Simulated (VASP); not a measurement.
# Zr2TeSe (P-3m1) in VASP: a series of runs, part 2 of 2

VASP 6.6.1.

## 4. Relaxation of cell and atoms, PBE

This run uses another cell than the first one, of 23.62 Å³/atom.

Contents of INCAR:

```
  PREC = Accurate
  ENCUT = 600
  EDIFF = 1E-6
  ISMEAR = 0
  SIGMA = 0.1
  LREAL = False
  LASPH = True
  NELM = 60
  ALGO = Normal
  ISIF = 3
  LWAVE = False
  LCHARG = False
  GGA = PE
  IBRION = 2
  NSW = 90
  EDIFFG = -0.04
```

Contents of KPOINTS:

```
regular mesh
0
Gamma
  6 6 4
```

Contents of POSCAR:

```
Zr2TeSe
1.0
    4.9665450200      0.0000000000      0.0000000000
   -2.4832725100      4.3011541600      0.0000000000
    0.0000000000      0.0000000000      4.4229943100
Zr Te Se
2 1 1
Direct
    0.3333333300      0.6666666700      0.6612287100
    0.6666666700      0.3333333300      0.3387712900
    0.0000000000      0.0000000000      0.5000000000
    0.0000000000      0.0000000000      0.0000000000
```

Potentials or basis: VASP PAW PBE potentials, release 64 (Zr_sv, Te, Se).

Started as:

```
> cat potpaw_PBE.64/Zr_sv/POTCAR potpaw_PBE.64/Te/POTCAR potpaw_PBE.64/Se/POTCAR > POTCAR
> mpirun -np 1 vasp_std > vasp.out
```

OUTCAR:

```text
PREC = Accurate
   ENCUT = 600
   EDIFF = 1E-6
   ISMEAR = 0
   LREAL = False
   LASPH = True
   NELM = 60
   ISIF = 3
   GGA = PE
   IBRION = 2
   NSW = 90
   EDIFFG = -0.04

 ion  position               nearest neighbor table
   1  0.333  0.667  0.661-   3 2.95   3 2.95   3 2.95   2 3.20   2 3.20   2 3.20   4 3.24   4 3.24
                             4 3.24
   2  0.667  0.333  0.339-   3 2.95   3 2.95   3 2.95   1 3.20   1 3.20   1 3.20   4 3.24   4 3.24
                             4 3.24
   3  0.000  0.000  0.500-   4 2.21   4 2.21   1 2.95   2 2.95   2 2.95   1 2.95   2 2.95   1 2.95

   4  0.000  0.000  0.000-   3 2.21   3 2.21   1 3.24   2 3.24   2 3.24   1 3.24   2 3.24   1 3.24

  LATTYP: Found a hexagonal cell.
 ALAT       =     4.9665450200
 C/A-ratio  =     0.8905575792

  Lattice vectors:

 A1 = (   4.9665450200,   0.0000000000,   0.0000000000)
 A2 = (  -2.4832725100,   4.3011541600,   0.0000000000)
 A3 = (   0.0000000000,   0.0000000000,   4.4229943100)

Analysis of symmetry for initial positions (statically):
=====================================================================
 Subroutine PRICEL returns:
 Original cell was already a primitive cell.

 Routine SETGRP: Setting up the symmetry group for a
 hexagonal supercell.

 Subroutine GETGRP returns: Found 12 space group operations
 (whereof 12 operations were pure point group operations)
 out of a pool of 24 trial point group operations.

The static configuration has the point symmetry D_3d.

Analysis of symmetry for dynamics (positions and initial velocities):
=====================================================================
 Subroutine PRICEL returns:
 Original cell was already a primitive cell.

 Routine SETGRP: Setting up the symmetry group for a
 hexagonal supercell.

 Subroutine GETGRP returns: Found 12 space group operations
 (whereof 12 operations were pure point group operations)
 out of a pool of 24 trial point group operations.

The dynamic configuration has the point symmetry D_3d.

 Subroutine INISYM returns: Found 12 space group operations
 (whereof 12 operations are pure point group operations),
 and found     1 'primitive' translations

----------------------------------------------------------------------------------------

                                     Primitive cell

  volume of cell :      94.4835

  direct lattice vectors                    reciprocal lattice vectors
     4.966545020  0.000000000  0.000000000     0.201347213  0.116247868  0.000000000
    -2.483272510  4.301154160  0.000000000     0.000000000  0.232495736  0.000000000
     0.000000000  0.000000000  4.422994310     0.000000000  0.000000000  0.226091179

  length of vectors
     4.966545020  4.966545023  4.422994310     0.232495736  0.232495736  0.226091179

  position of ions in fractional coordinates (direct lattice)
     0.333333330  0.666666670  0.661228710
     0.666666670  0.333333330  0.338771290
     0.000000000  0.000000000  0.500000000
     0.000000000  0.000000000  0.000000000

  ion indices of the primitive-cell ions
   primitive index   ion index
                 1           1
                 2           2
                 3           3
                 4           4

----------------------------------------------------------------------------------------

 KPOINTS: regular mesh

Automatic generation of k-mesh.
 Grid dimensions read from file:
 generate k-points for:    6    6    4

 Generating k-lattice:

  Cartesian coordinates                     Fractional coordinates (reciprocal lattice)
     0.033557869  0.019374645  0.000000000     0.166666667  0.000000000  0.000000000
     0.000000000  0.038749289  0.000000000     0.000000000  0.166666667  0.000000000
     0.000000000  0.000000000  0.056522795     0.000000000  0.000000000  0.250000000

  Length of vectors
     0.038749289  0.038749289  0.056522795

  Shift w.r.t. Gamma in fractional coordinates (k-lattice)
     0.000000000  0.000000000  0.000000000

 Subroutine IBZKPT returns following result:
 ===========================================

 Found     24 irreducible k-points:

 Following reciprocal coordinates:
            Coordinates               Weight
  0.000000  0.000000  0.000000      1.000000
  0.166667 -0.000000  0.000000      6.000000
  0.333333 -0.000000  0.000000      6.000000
  0.500000  0.000000  0.000000      3.000000
  0.166667  0.166667  0.000000      6.000000
  0.333333  0.166667  0.000000     12.000000
[... 16 lines left out ...]
  0.333333  0.166667  0.500000     12.000000
  0.333333  0.333333  0.500000      2.000000
   k-points           NKPTS =     24   k-points in BZ     NKDIM =     24   number of bands    NBANDS=     22
   number of dos      NEDOS =    301   number of ions     NIONS =      4
   total plane-waves  NPLWV =  57600
   dimension x,y,z NGX =    40 NGY =   40 NGZ =   36
   dimension x,y,z NGXF=    80 NGYF=   80 NGZF=   72
   ions per type =               2   1   1
   NGX,Y,Z   is equivalent  to a cutoff of  13.39, 13.39, 13.53 a.u.
   NGXF,Y,Z  is equivalent  to a cutoff of  26.78, 26.78, 27.06 a.u.
 SYSTEM =  unknown system
   PREC   = accura    normal or accurate (medium, high low for compatibility)
   ISTART =      0    job   : 0-new  1-cont  2-samecut
   ICHARG =      2    charge: 1-file 2-atom 10-const
   ISPIN  =      1    spin polarized calculation?
   LNONCOLLINEAR =      F non collinear calculations
   LSORBIT =      F    spin-orbit coupling
   LASPH  =      T    aspherical Exc in radial PAW
   ENCUT  =  600.0 eV  44.10 Ry    6.64 a.u.   9.92  9.92  8.83*2*pi/ulx,y,z
   NELM   =     60;   NELMIN=  2; NELMDL= -5     # of ELM steps
   EDIFF  = 0.1E-05   stopping-criterion for ELM
   LREAL  =      F    real-space projection
   EDIFFG = -.4E-01   stopping-criterion for IOM
   NSW    =     90    number of steps for IOM
   IBRION =      2    ionic relax: 0-MD 1-quasi-New 2-CG
   NFREE  =      1    steps in history (QN), initial steepest desc. (CG)
   ISIF   =      3    stress and relaxation
   ISYM   =      2    0-nonsym 1-usesym 2-fastsym
   POTIM  = 0.5000    time-step for ionic-motion
   TEBEG  =    0.0;   TEEND  =   0.0 temperature during run
   PSTRESS=    0.0 pullay stress
   NELECT =      36.0000    total number of electrons
   NUPDOWN=      -1.0000    fix difference up-down
   EMIN   =  10.00;   EMAX   =-10.00  energy-range for DOS
   EFERMI =   0.00;   METHOD = LEGACY
   ISMEAR =     0;   SIGMA  =   0.10  broadening in eV -4-tet -1-fermi 0-gaus
   EFERMI_NEDOS =   21; number of points for ismear=-14 and -15
   IALGO  =     38    algorithm
   IMIX   =      4    mixing-type and parameters
     AMIX     =   0.40;   BMIX     =  1.00
     AMIX_MAG =   1.60;   BMIX_MAG =  1.00
  volume/ion in A,a.u.               =      23.62       159.40
  Fermi-wavevector in a.u.,A,eV,Ry     =   1.186835  2.242793 19.164864  1.408578
  Thomas-Fermi vector in A             =   2.322999
   LORBIT       =      0    0 simple, 1 ext, 2 COOP (PROOUT), +10 PAW based schemes
   GGA     = PE    functional components
   LHFCALC =     F    Hartree Fock is set to
   AEXX    =    0.0000 exact exchange contribution
   IVDW    =     0    specifies the selected vdW correction
   LEPSILON=     F    determine dielectric tensor
   LRPA    =     F    only Hartree local field effects (RPA)
 conjugate gradient relaxation of ions
 non-spin polarized calculation
 Gauss-broadening in eV      SIGMA  =   0.10
  energy-cutoff  :      600.00
  volume of cell :       94.48
 maximum number of plane-waves:      3178
   NGX = 19   NGY = 19   NGZ = 17

--------------------------------------- Ionic step        1  -------------------------------------------

 number of electron      35.9999999 magnetization

 Free energy of the ion-electron system (eV)
  ---------------------------------------------------
  ext. energy  EPLUGINS =         0.00000000
  ---------------------------------------------------
  free energy    TOTEN  =       -18.73546216 eV

  energy without entropy =      -18.69158621  energy(sigma->0) =      -18.71352419

------------------------ aborting loop because EDIFF is reached ----------------------------------------

  FORCE on cell =-STRESS in cart. coord.  units (eV):
  Direction    XX          YY          ZZ          XY          YZ          ZX
  --------------------------------------------------------------------------------------
  -------------------------------------------------------------------------------------
  Total       -0.5584204     -0.5584204     38.9990773      0.0000000      0.0000000      0.0000000
  in kB       -9.4692615     -9.4692615    661.3161793      0.0000000      0.0000000      0.0000000
  external PRESSURE =     214.1258854 kB  Pullay stress =       0.0000000 kB
[... 1312 lines left out ...]
     21       8.0990      0.00000
     22       8.3350      0.00000

[... ionic steps 4 to 16 ...]

--------------------------------------- Ionic step       17  -------------------------------------------

 number of electron      35.9999989 magnetization

------------------------ aborting loop because EDIFF is reached ----------------------------------------
[... 71 lines left out ...]
--------------------------------------- Ionic step       19  -------------------------------------------

 number of electron      35.9999987 magnetization

 Free energy of the ion-electron system (eV)
  ---------------------------------------------------
  ext. energy  EPLUGINS =         0.00000000
  ---------------------------------------------------
  free energy    TOTEN  =       -27.10387908 eV

  energy without entropy =      -27.09535959  energy(sigma->0) =      -27.09961934

 E-fermi :   9.5304     XC(G=0): -10.8862

 val. band max:        9.4904438521   @ k =   0.5000   0.0000   0.0000
 cond. band min:       9.5407701918   @ k =   0.0000   0.0000   0.2500
 fundamental gap:      0.0503263397
 Fermi energy:         9.5304246164
[... 629 lines left out ...]
  FREE ENERGIE OF THE ION-ELECTRON SYSTEM (eV)
  ---------------------------------------------------
  free  energy   TOTEN  =       -27.1038790847 eV

  energy  without entropy=      -27.0953595905  energy(sigma->0) =      -27.09961934

 reached required accuracy - stopping structural energy minimisation
```

It took 15 min on 1 thread of AMD EPYC 7R43 (Zen 3), shared host; peak memory 0.25 GiB.

Results:

| Quantity | Value |
| --- | --- |
| Free energy | -27.1039 eV |
| Relaxed volume | 22.38 Å³/atom |
| Relaxed cell | a = 3.673 Å, b = 3.673 Å, c = 7.665 Å, α = 90.00°, β = 90.00°, γ = 120.00° |
| Space group after relaxing (to 0.1 Å) | P-3m1 (No. 164) |
| Energy gained by relaxing | 2092.1 meV/atom |
| Ionic steps | 19 |
| Pressure after relaxing | 0.0 GPa |
| Largest force after relaxing | 0.027 eV/Å |
| Band gap on the k mesh | zero (bands 18 and 19 overlap by 0.44 eV) |

Forces in eV/Å, atoms in the order of the input:
```
Zr   0.000  0.000  0.027
Zr   0.000  0.000 -0.027
Te   0.000  0.000  0.000
Se   0.000  0.000  0.000
```

The path:
```tsv
step	energy change (eV)	largest force (eV/Å)	pressure (GPa)	volume (Å³)
1	0.0000	1.0897	21.41	94.48
2	-4.0669	0.7273	-10.93	137.06
3	-4.3238	0.4430	-7.04	120.79
4	-5.3247	0.9638	3.12	103.33
5	-5.3286	1.1391	4.28	102.17
6	-5.8486	1.8593	3.28	103.60
7	-5.8081	3.0894	-0.07	102.69
8	-6.0932	2.5880	1.25	104.04
9	-6.4745	1.7385	-5.60	107.91
10	-6.5182	1.5777	-7.28	109.04
11	-7.0640	1.8442	-6.56	103.75
12	-8.3385	0.4920	1.10	88.79
13	-8.3321	0.0089	3.90	86.46
14	-8.3470	0.2828	2.27	87.74
15	-8.3630	0.1395	0.79	88.80
16	-8.3642	0.0542	1.07	88.58
17	-8.3682	0.0296	-0.10	89.61
18	-8.3682	0.0247	-0.04	89.55
19	-8.3684	0.0272	0.00	89.54
```

Final structure:
```
CELL_PARAMETERS angstrom
3.67267 0.00000 0.00000
-1.83633 3.18062 0.00000
0.00000 0.00000 7.66501
ATOMIC_POSITIONS crystal
Zr 0.33333 0.66667 0.77028
Zr 0.66667 0.33333 0.22972
Te 0.00000 0.00000 0.50000
Se 0.00000 0.00000 0.00000
```

Caveat: a cell axis changed by over 15 % at a fixed basis, so the end point is rough; spin-orbit coupling is left out, which moves the levels of the heavy elements.

## 5. Relaxation of cell and atoms, PBE

Contents of INCAR:

```
PREC = Accurate ; ENCUT = 600
EDIFF = 1E-6 ; ISMEAR = 0
SIGMA = 0.1 ; LREAL = False
LASPH = True ; NELM = 100
ALGO = Normal ; ISIF = 3
LWAVE = False ; LCHARG = False
GGA = PE ; IBRION = 2
NSW = 100 ; EDIFFG = -0.01
```

Contents of KPOINTS:

```
Automatic mesh
0
Gamma
  12 12 6
```

Contents of POSCAR:

```
Zr2TeSe
1.0
    3.6598382271      0.0000000000      0.0000000000
   -1.8299191135      3.1695128784      0.0000000000
    0.0000000000      0.0000000000      7.7319318420
Zr Te Se
2 1 1
Direct
    0.3333333333      0.6666666667      0.7701077686
    0.6666666667      0.3333333333      0.2298922314
    0.0000000000      0.0000000000      0.5000000000
    0.0000000000      0.0000000000      0.0000000000
```

Potentials or basis: VASP PAW PBE potentials, release 64 (Zr_sv, Te, Se).

Started as:

```
> cat potpaw_PBE.64/Zr_sv/POTCAR potpaw_PBE.64/Te/POTCAR potpaw_PBE.64/Se/POTCAR > POTCAR
> mpirun -np 1 vasp_std > vasp.out
```

OUTCAR:

```text
PREC = Accurate
   ENCUT = 600
   EDIFF = 1E-6
   ISMEAR = 0
   LREAL = False
   LASPH = True
   NELM = 100
   ISIF = 3
   GGA = PE
   IBRION = 2
   NSW = 100
   EDIFFG = -0.01

 ion  position               nearest neighbor table
   1  0.333  0.667  0.770-   4 2.76   4 2.76   4 2.76   3 2.97   3 2.97   3 2.97
   2  0.667  0.333  0.230-   4 2.76   4 2.76   4 2.76   3 2.97   3 2.97   3 2.97
   3  0.000  0.000  0.500-   1 2.97   2 2.97   1 2.97   2 2.97   2 2.97   1 2.97
   4  0.000  0.000  0.000-   1 2.76   2 2.76   1 2.76   2 2.76   2 2.76   1 2.76

  LATTYP: Found a hexagonal cell.
 ALAT       =     3.6598382271
 C/A-ratio  =     2.1126430629

  Lattice vectors:

 A1 = (   3.6598382271,   0.0000000000,   0.0000000000)
 A2 = (  -1.8299191135,   3.1695128784,   0.0000000000)
 A3 = (   0.0000000000,   0.0000000000,   7.7319318420)

Analysis of symmetry for initial positions (statically):
=====================================================================
 Subroutine PRICEL returns:
 Original cell was already a primitive cell.

[... 173 lines left out ...]
  free energy    TOTEN  =       -27.16596639 eV

  energy without entropy =      -27.15710639  energy(sigma->0) =      -27.16153639

------------------------ aborting loop because EDIFF is reached ----------------------------------------

  FORCE on cell =-STRESS in cart. coord.  units (eV):
  Direction    XX          YY          ZZ          XY          YZ          ZX
  --------------------------------------------------------------------------------------
  -------------------------------------------------------------------------------------
  Total        0.0662682      0.0662682     -0.0485279      0.0000000      0.0000000      0.0000000
  in kB        1.1837864      1.1837864     -0.8668815      0.0000000      0.0000000      0.0000000
  external PRESSURE =       0.5002304 kB  Pullay stress =       0.0000000 kB
[... 253 lines left out ...]
--------------------------------------- Ionic step        8  -------------------------------------------

 number of electron      36.0000001 magnetization

 Free energy of the ion-electron system (eV)
  ---------------------------------------------------
  ext. energy  EPLUGINS =         0.00000000
  ---------------------------------------------------
  free energy    TOTEN  =       -27.16608016 eV

  energy without entropy =      -27.15714779  energy(sigma->0) =      -27.16161397

 E-fermi :   9.4478     XC(G=0): -10.8761

 val. band max:        9.4306744972   @ k =   0.0833  -0.0000   0.1667
 cond. band min:       9.4488381541   @ k =   0.0000   0.2500   0.3333
 fundamental gap:      0.0181636569
 Fermi energy:         9.4477869814

 k-point     1 :       0.0000    0.0000    0.0000
  band No.  band energies     occupation
      1     -40.3062      2.00000
      2     -40.3024      2.00000
      3     -18.5681      2.00000
      4     -18.4664      2.00000
      5     -18.1969      2.00000
      6     -18.1969      2.00000
[... 589 lines left out ...]
     21      10.0623      0.00000
     22      10.7062      0.00000

 [... further k-points ...]
[... 5 lines left out ...]
  --------------------------------------------------------------------------------------
  -------------------------------------------------------------------------------------
  Total        0.0036410      0.0036410      0.0163032      0.0000000      0.0000000      0.0000000
  in kB        0.0649893      0.0649893      0.2910047      0.0000000      0.0000000      0.0000000
  external PRESSURE =       0.1403278 kB  Pullay stress =       0.0000000 kB
[... 19 lines left out ...]
  FREE ENERGIE OF THE ION-ELECTRON SYSTEM (eV)
  ---------------------------------------------------
  free  energy   TOTEN  =       -27.1660801624 eV

  energy  without entropy=      -27.1571477867  energy(sigma->0) =      -27.16161397

 reached required accuracy - stopping structural energy minimisation
```

It took 14 min on 1 thread of AMD EPYC 7R43 (Zen 3), shared host; peak memory 0.39 GiB.

Results:

```
Free energy                           : -27.1661 eV
Relaxed volume                        : 22.44 Å³/atom
Relaxed cell                          : a = 3.664 Å, b = 3.664 Å, c = 7.721 Å, α = 90.00°, β = 90.00°, γ = 120.00°
Space group after relaxing (to 0.1 Å) : P-3m1 (No. 164)
Energy gained by relaxing             : 0.0 meV/atom
Ionic steps                           : 8
Pressure after relaxing               : 0.0 GPa
Largest force after relaxing          : 0.005 eV/Å
Band gap on the k mesh                : zero (bands 18 and 19 overlap by 0.45 eV)
```

Forces on the atoms (eV/Å):
```
Zr   0.000  0.000  0.005
Zr   0.000  0.000 -0.005
Te   0.000  0.000  0.000
Se   0.000  0.000  0.000
```

The path:
```
step  energy change (eV)  largest force (eV/Å)  pressure (GPa)  volume (Å³)
   1              0.0000                0.0107            0.05        89.69
   2             -0.0001                0.0014           -0.04        89.78
   3             -0.0001                0.0012           -0.05        89.81
   4             -0.0001                0.0061           -0.11        89.85
   5             -0.0001                0.0023           -0.08        89.82
   6             -0.0001                0.0019           -0.07        89.81
   7             -0.0001                0.0076            0.04        89.72
   8             -0.0001                0.0051            0.01        89.76
```

Final structure:
```
Zr Te Se
1.0
     3.66397    0.00000    0.00000
    -1.83199    3.17309    0.00000
     0.00000    0.00000    7.72057
Zr Te Se
2 1 1
Cartesian
  0.0000 2.1154 5.9449
  1.8320 1.0577 1.7757
  0.0000 0.0000 3.8603
  0.0000 0.0000 7.7206
```

Levels at points of the mesh, in eV from the Fermi level:
```tsv
k point	band 16	band 17	band 18	band 19	band 20	band 21
(0.00, 0.00, 0.00)	-1.45	-1.45	-0.24	-0.24	0.33	0.33
(0.50, 0.00, 0.00)	-2.21	-2.21	-0.03	0.29	0.70	1.28
(0.00, 0.00, 0.50)	-1.71	-0.76	0.12	0.38	0.38	0.63
(0.50, 0.00, 0.50)	-2.61	-1.35	-0.70	0.88	1.92	1.94
```

Caveat: spin-orbit coupling is left out, which moves the levels of the heavy elements.

## 6. Overview

```tsv
task	spin	cell	k mesh	cutoff (eV)	gap on the mesh (eV)	pressure (GPa)	relaxed volume (Å³/atom)	largest force (eV/Å)
single point	collinear	a = 3.660, b = 3.660, c = 7.732 Å, angles 90.0, 90.0, 120.0°, 4 atoms, atomic positions A	6 × 6 × 2	520	none	0.1	-	0.06
single point	off	a = 3.663, b = 3.663, c = 7.715 Å, angles 90.0, 90.0, 120.0°, 4 atoms, atomic positions B	12 × 12 × 6	520	none	0.1	-	0.01
relaxation of cell and atoms	off	relaxed from a = 4.967, b = 4.967, c = 4.423 Å, angles 90.0, 90.0, 120.0°, 4 atoms, atomic positions C	6 × 6 × 4	600	none	0.0	22.38	0.03
relaxation of cell and atoms	off	relaxed from a = 3.660, b = 3.660, c = 7.732 Å, angles 90.0, 90.0, 120.0°, 4 atoms, atomic positions A	12 × 12 × 6	600	none	0.0	22.44	0.01
```

Alike in all rows: level PBE; potentials or basis VASP PAW PBE potentials, release 64 (Zr_sv, Te, Se); smearing gaussian 0.1 eV.

Caveats: some runs use coarse meshes; spin-orbit coupling is left out, which moves the levels of the heavy elements; a cell axis changed by over 15 % at a fixed basis, so the end point is rough (at least some runs).

Total energies depend on the potentials used, so only differences within one code and one set of settings carry meaning.

The gap in the log of VASP goes by the Fermi energy; the results here count the filled bands.